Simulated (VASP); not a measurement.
# Os (Fm-3m) in VASP: further runs, part 3 of 3

VASP 6.6.1. Earlier steps stand in the parts before.

**5. Single point, BLYP (14.98 Å³/atom)**

This run uses another cell than the first one, of 14.98 Å³/atom.

The input, INCAR:

```
PREC = Accurate
ENCUT = 520
EDIFF = 1E-6
ISMEAR = -1
SIGMA = 0.1
LREAL = F
LASPH = T
NELM = 60
ALGO = Normal
ISIF = 2
LWAVE = F
LCHARG = F
GGA = B5
ALDAX = 1.0
AGGAX = 1.0
AGGAC = 1.0
ALDAC = 0.0
NBANDS = 10
```

The input, KPOINTS:

```
regular mesh
0
Gamma
  16 16 16
```

The input, POSCAR:

```
Os
1.0
    0.0000000000      1.9567738540      1.9567738540
    1.9567738540      0.0000000000      1.9567738540
    1.9567738540      1.9567738540      0.0000000000
Os
1
Direct
    0.0000000000      0.0000000000      0.0000000000
```

Potentials or basis: VASP PAW PBE potentials, release 64 (Os).

Run with:

```sh
> cat potpaw_PBE.64/Os/POTCAR > POTCAR
> mpirun -np 1 vasp_std > vasp.out
```

OUTCAR:

```text
PREC = Accurate
   ENCUT = 520
   EDIFF = 1E-6
   ISMEAR = -1
   LREAL = F
   LASPH = T
   NELM = 60
   ISIF = 2
   GGA = B5

 ion  position               nearest neighbor table
   1  0.000  0.000  0.000-

  LATTYP: Found a face centered cubic cell.
 ALAT       =     3.9135477080

  Lattice vectors:

 A1 = (   0.0000000000,   1.9567738540,   1.9567738540)
 A2 = (   1.9567738540,   0.0000000000,   1.9567738540)
 A3 = (   1.9567738540,   1.9567738540,   0.0000000000)

Analysis of symmetry for initial positions (statically):
=====================================================================
 Subroutine PRICEL returns:
 Original cell was already a primitive cell.

 Routine SETGRP: Setting up the symmetry group for a
 face centered cubic supercell.

 Subroutine GETGRP returns: Found 48 space group operations
 (whereof 48 operations were pure point group operations)
 out of a pool of 48 trial point group operations.

The static configuration has the point symmetry O_h .

Analysis of symmetry for dynamics (positions and initial velocities):
=====================================================================
 Subroutine PRICEL returns:
 Original cell was already a primitive cell.

 Routine SETGRP: Setting up the symmetry group for a
 face centered cubic supercell.

 Subroutine GETGRP returns: Found 48 space group operations
 (whereof 48 operations were pure point group operations)
 out of a pool of 48 trial point group operations.

The dynamic configuration has the point symmetry O_h .

 Subroutine INISYM returns: Found 48 space group operations
 (whereof 48 operations are pure point group operations),
 and found     1 'primitive' translations

----------------------------------------------------------------------------------------

                                     Primitive cell

  volume of cell :      14.9848

  direct lattice vectors                    reciprocal lattice vectors
     0.000000000  1.956773854  1.956773854    -0.255522629  0.255522629  0.255522629
     1.956773854  0.000000000  1.956773854     0.255522629 -0.255522629  0.255522629
     1.956773854  1.956773854  0.000000000     0.255522629  0.255522629 -0.255522629

  length of vectors
     2.767296123  2.767296123  2.767296123     0.442578176  0.442578176  0.442578176

  position of ions in fractional coordinates (direct lattice)
     0.000000000  0.000000000  0.000000000

  ion indices of the primitive-cell ions
   primitive index   ion index
                 1           1

----------------------------------------------------------------------------------------

 KPOINTS: regular mesh

Automatic generation of k-mesh.
 Grid dimensions read from file:
 generate k-points for:   16   16   16

 Generating k-lattice:

  Cartesian coordinates                     Fractional coordinates (reciprocal lattice)
    -0.015970164  0.015970164  0.015970164     0.062500000  0.000000000  0.000000000
     0.015970164 -0.015970164  0.015970164     0.000000000  0.062500000  0.000000000
     0.015970164  0.015970164 -0.015970164     0.000000000  0.000000000  0.062500000

  Length of vectors
     0.027661136  0.027661136  0.027661136

  Shift w.r.t. Gamma in fractional coordinates (k-lattice)
     0.000000000  0.000000000  0.000000000

 Subroutine IBZKPT returns following result:
 ===========================================

 Found    145 irreducible k-points:

 Following reciprocal coordinates:
            Coordinates               Weight
  0.000000  0.000000  0.000000      1.000000
  0.062500  0.000000  0.000000      8.000000
  0.125000  0.000000  0.000000      8.000000
  0.187500  0.000000  0.000000      8.000000
  0.250000  0.000000  0.000000      8.000000
  0.312500  0.000000  0.000000      8.000000
[... 16 lines left out ...]
 -0.125000  0.062500  0.000000     24.000000
 -0.062500  0.062500  0.000000     12.000000
 [... further k-points ...]
   k-points           NKPTS =    145   k-points in BZ     NKDIM =    145   number of bands    NBANDS=     10
   number of dos      NEDOS =    301   number of ions     NIONS =      1
   total plane-waves  NPLWV =  13824
   dimension x,y,z NGX =    24 NGY =   24 NGZ =   24
   dimension x,y,z NGXF=    48 NGYF=   48 NGZF=   48
   ions per type =               1
   NGX,Y,Z   is equivalent  to a cutoff of  14.42, 14.42, 14.42 a.u.
   NGXF,Y,Z  is equivalent  to a cutoff of  28.84, 28.84, 28.84 a.u.
 SYSTEM =  unknown system
   PREC   = accura    normal or accurate (medium, high low for compatibility)
   ISTART =      0    job   : 0-new  1-cont  2-samecut
   ICHARG =      2    charge: 1-file 2-atom 10-const
   ISPIN  =      1    spin polarized calculation?
   LNONCOLLINEAR =      F non collinear calculations
   LSORBIT =      F    spin-orbit coupling
   LASPH  =      T    aspherical Exc in radial PAW
   ENCUT  =  520.0 eV  38.22 Ry    6.18 a.u.   5.15  5.15  5.15*2*pi/ulx,y,z
   NELM   =     60;   NELMIN=  2; NELMDL= -5     # of ELM steps
   EDIFF  = 0.1E-05   stopping-criterion for ELM
   LREAL  =      F    real-space projection
   EDIFFG = 0.1E-04   stopping-criterion for IOM
   NSW    =      0    number of steps for IOM
   IBRION =     -1    ionic relax: 0-MD 1-quasi-New 2-CG
   NFREE  =      0    steps in history (QN), initial steepest desc. (CG)
   ISIF   =      2    stress and relaxation
   ISYM   =      2    0-nonsym 1-usesym 2-fastsym
   POTIM  = 0.5000    time-step for ionic-motion
   TEBEG  =    0.0;   TEEND  =   0.0 temperature during run
   PSTRESS=    0.0 pullay stress
   NELECT =       8.0000    total number of electrons
   NUPDOWN=      -1.0000    fix difference up-down
   EMIN   =  10.00;   EMAX   =-10.00  energy-range for DOS
   EFERMI =   0.00;   METHOD = LEGACY
   ISMEAR =    -1;   SIGMA  =   0.10  broadening in eV -4-tet -1-fermi 0-gaus
   EFERMI_NEDOS =   21; number of points for ismear=-14 and -15
   IALGO  =     38    algorithm
   IMIX   =      4    mixing-type and parameters
     AMIX     =   0.40;   BMIX     =  1.00
     AMIX_MAG =   1.60;   BMIX_MAG =  1.00
  volume/ion in A,a.u.               =      14.98       101.12
  Fermi-wavevector in a.u.,A,eV,Ry     =   1.328070  2.509688 23.997535  1.763769
  Thomas-Fermi vector in A             =   2.457335
   LORBIT       =      0    0 simple, 1 ext, 2 COOP (PROOUT), +10 PAW based schemes
   GGA     = B5    functional components
   LHFCALC =     F    Hartree Fock is set to
   AEXX    =    0.0000 exact exchange contribution
   IVDW    =     0    specifies the selected vdW correction
   LEPSILON=     F    determine dielectric tensor
   LRPA    =     F    only Hartree local field effects (RPA)
 non-spin polarized calculation
  energy-cutoff  :      520.00
  volume of cell :       14.98
 maximum number of plane-waves:       415
 NGX is ok and might be reduce to    24
   NGX = 11   NGY = 11   NGZ = 11

 number of electron       8.0000000 magnetization

 Free energy of the ion-electron system (eV)
  ---------------------------------------------------
  ext. energy  EPLUGINS =         0.00000000
  ---------------------------------------------------
  free energy    TOTEN  =        -9.54115808 eV

  energy without entropy =       -9.51121119  energy(sigma->0) =       -9.52618464

 E-fermi :   8.9857     XC(G=0): -12.9558

 val. band max:        8.9635486472   @ k =  -0.0625   0.0625   0.0000
 cond. band min:       8.9881744402   @ k =   0.4375   0.3125   0.1250
 fundamental gap:      0.0246257930
 Fermi energy:         8.9856780679

 k-point     1 :       0.0000    0.0000    0.0000
  band No.  band energies     occupation
      1      -1.0859      2.00000
      2       6.2046      2.00000
      3       6.2046      2.00000
      4       6.2046      2.00000
      5       8.9388      1.23017
      6       8.9388      1.23016
      7      23.4982      0.00000
      8      28.8361      0.00000
      9      28.8361      0.00000
     10      28.8361      0.00000
[... 287 lines left out ...]
 k-point    24 :      -0.0625    0.0625    0.0000
  band No.  band energies     occupation
      1      -0.6374      2.00000
      2       5.9366      2.00000
      3       6.3877      2.00000
      4       6.4397      2.00000
      5       8.6693      1.91892
      6       8.9635      1.11020
      7      24.2945      0.00000
      8      27.2354      0.00000
      9      29.0419      0.00000
     10      29.8768      0.00000

 [... further k-points ...]

------------------------ aborting loop because EDIFF is reached ----------------------------------------

  FORCE on cell =-STRESS in cart. coord.  units (eV):
  Direction    XX          YY          ZZ          XY          YZ          ZX
  --------------------------------------------------------------------------------------
  -------------------------------------------------------------------------------------
  Total        0.2229316      0.2229316      0.2229316      0.0000000      0.0000000      0.0000000
  in kB       23.8358321     23.8358321     23.8358321      0.0000000      0.0000000      0.0000000
  external PRESSURE =      23.8358321 kB  Pullay stress =       0.0000000 kB

 VOLUME and BASIS-vectors are now :
 -----------------------------------------------------------------------------
  energy-cutoff  :      520.00
  volume of cell :       14.98
      direct lattice vectors                 reciprocal lattice vectors
     0.000000000  1.956773854  1.956773854    -0.255522629  0.255522629  0.255522629
     1.956773854  0.000000000  1.956773854     0.255522629 -0.255522629  0.255522629
     1.956773854  1.956773854  0.000000000     0.255522629  0.255522629 -0.255522629

 POSITION                                       TOTAL-FORCE (eV/Angst)
 -----------------------------------------------------------------------------------
      0.00000      0.00000      0.00000         0.000000      0.000000     -0.000000
 -----------------------------------------------------------------------------------
    total drift:                               -0.000000      0.000000      0.000000

  FREE ENERGIE OF THE ION-ELECTRON SYSTEM (eV)
  ---------------------------------------------------
  free  energy   TOTEN  =        -9.5411580803 eV

  energy  without entropy=       -9.5112111941  energy(sigma->0) =       -9.52618464
```

OSZICAR:

```text
N       E                     dE             d eps       ncg     rms          rms(c)
DAV:   1     0.382135651740E+02    0.38214E+02   -0.41811E+03  2956   0.738E+02
DAV:   2    -0.899950968269E+01   -0.47213E+02   -0.43644E+02  2988   0.200E+02
DAV:   3    -0.101835767335E+02   -0.11841E+01   -0.11723E+01  3372   0.294E+01
DAV:   4    -0.101870060023E+02   -0.34293E-02   -0.34287E-02  3168   0.176E+00
DAV:   5    -0.101870189684E+02   -0.12966E-04   -0.12965E-04  3228   0.994E-02    0.146E+01
DAV:   6    -0.967108794795E+01    0.51593E+00   -0.64393E-01  3426   0.650E+00    0.619E+00
DAV:   7    -0.954484080131E+01    0.12625E+00   -0.36553E-01  3602   0.462E+00    0.462E-01
DAV:   8    -0.954265655059E+01    0.21843E-02   -0.16614E-03  3028   0.327E-01    0.339E-01
DAV:   9    -0.954117493279E+01    0.14816E-02   -0.10796E-03  3188   0.322E-01    0.134E-02
DAV:  10    -0.954116703195E+01    0.79008E-05   -0.77063E-06  3142   0.213E-02    0.634E-03
DAV:  11    -0.954115834083E+01    0.86911E-05   -0.19918E-06  3074   0.206E-02    0.379E-03
DAV:  12    -0.954115808026E+01    0.26057E-06   -0.23411E-08  1542   0.177E-03
   1 F= -.95411581E+01 E0= -.95261846E+01  d E =-.299469E-01
```

stdout:

```text
POSCAR found type information on POSCAR Os
 POSCAR found :  1 types and       1 ions
 scaLAPACK will be used
 -----------------------------------------------------------------------------
|                                                                             |
|                                                                             |
|     You enforced a specific xc type in the INCAR file but a different       |
|     I HOPE YOU KNOW WHAT YOU ARE DOING!                                     |
|                                                                             |
 -----------------------------------------------------------------------------

 LDA part: xc-table for (Slater(with rela. corr.)+VWN5), standard interpolation
 POSCAR, INCAR and KPOINTS ok, starting setup
 FFT: planning ... GRIDC
 FFT: planning ... GRID_SOFT
 FFT: planning ... GRID
 WAVECAR not read
 entering main loop
```

It took 56 s on 1 thread of AMD EPYC, shared host; peak memory 0.12 GiB.

Results:

```
Free energy            : -9.5412 eV
Pressure               : 2.4 GPa
Band gap on the k mesh : zero (bands 4 and 5 overlap by 3.98 eV)
```

Levels at points of the mesh, in eV from the Fermi level:
| k point | band 2 | band 3 | band 4 | band 5 | band 6 | band 7 |
| --- | --- | --- | --- | --- | --- | --- |
| (0.00, 0.00, 0.00) | -2.78 | -2.78 | -2.78 | -0.05 | -0.05 | 14.51 |
| (0.50, 0.00, 0.00) | -2.91 | -2.91 | 0.08 | 2.13 | 2.13 | 8.15 |
| (0.50, 0.50, 0.00) | -6.27 | 2.09 | 2.44 | 2.75 | 2.75 | 11.19 |

Caveat: the PAW data sets were made with another functional, which shifts forces and pressure a little; spin-orbit coupling is left out, which moves the levels of the heavy elements.

**6. Single point, BLYP (15.58 Å³/atom)**

This run uses another cell than the first one, of 15.58 Å³/atom.

The input, INCAR:

```
AGGAC = 1.0 ; AGGAX = 1.0
ALDAC = 0.0 ; ALDAX = 1.0
ALGO = Normal ; EDIFF = 1E-6
ENCUT = 520 ; GGA = B5
ISIF = 2 ; ISMEAR = -1
LASPH = T ; LCHARG = T
LELF = T ; LREAL = F
LVHAR = T ; LWAVE = F
NBANDS = 10 ; NELM = 60
PREC = Accurate ; SIGMA = 0.1
```

The input, KPOINTS:

```
k-points
0
Gamma
  16 16 16
```

The input, POSCAR:

```
Os
1.0
    0.0000000000      1.9825238314      1.9825238314
    1.9825238314      0.0000000000      1.9825238314
    1.9825238314      1.9825238314      0.0000000000
Os
1
Direct
    0.0000000000      0.0000000000      0.0000000000
```

Potentials or basis: VASP PAW PBE potentials, release 64 (Os).

Run with:

```sh
> cat potpaw_PBE.64/Os/POTCAR > POTCAR
> mpirun -np 1 vasp_std > vasp.out
```

Wall time 65 s (1 thread of AMD EPYC, shared host); peak memory 0.12 GiB.

It converged, with:

```yaml
Free_energy: -9.5260 eV
Pressure: -10.1 GPa
Band_gap_on_the_k_mesh: zero (bands 4 and 5 overlap by 3.82 eV)
```

Levels at points of the mesh, in eV from the Fermi level:
```csv
k point,band 1,band 2,band 3,band 4,band 5,band 6,band 7,band 8
"(0.00, 0.00, 0.00)",-9.73,-2.62,-2.62,-2.62,-0.05,-0.05,14.52,19.63
"(0.50, 0.00, 0.00)",-6.74,-2.74,-2.74,0.11,1.99,1.99,7.69,14.08
"(0.50, 0.50, 0.00)",-6.51,-5.92,1.95,2.37,2.57,2.57,10.59,11.73
```

Caveat: the cell stands under tension; the PAW data sets were made with another functional, which shifts forces and pressure a little; spin-orbit coupling is left out, which moves the levels of the heavy elements.

**7. The runs side by side**

| cell | gap on the mesh (eV) | pressure (GPa) |
| --- | --- | --- |
| a = 2.652 Å, angles 60.0°, 1 atom | none | 63.9 |
| a = 2.691 Å, angles 60.0°, 1 atom | none | 38.4 |
| a = 2.730 Å, angles 60.0°, 1 atom | none | 18.3 |
| a = 2.767 Å, angles 60.0°, 1 atom | none | 2.4 |
| a = 2.804 Å, angles 60.0°, 1 atom | none | -10.1 |

Alike in all rows: task single point; level BLYP; potentials or basis VASP PAW PBE potentials, release 64 (Os); no spin polarisation; k mesh 16 × 16 × 16; cutoff (eV) 520; smearing fermi-dirac 0.1 eV.

Caveats: the PAW data sets were made with another functional, which shifts forces and pressure a little; spin-orbit coupling is left out, which moves the levels of the heavy elements; the cell stands under pressure (at least some runs); the cell stands under tension (at least some runs).

Total energies depend on the potentials used, so only differences within one code and one set of settings carry meaning.
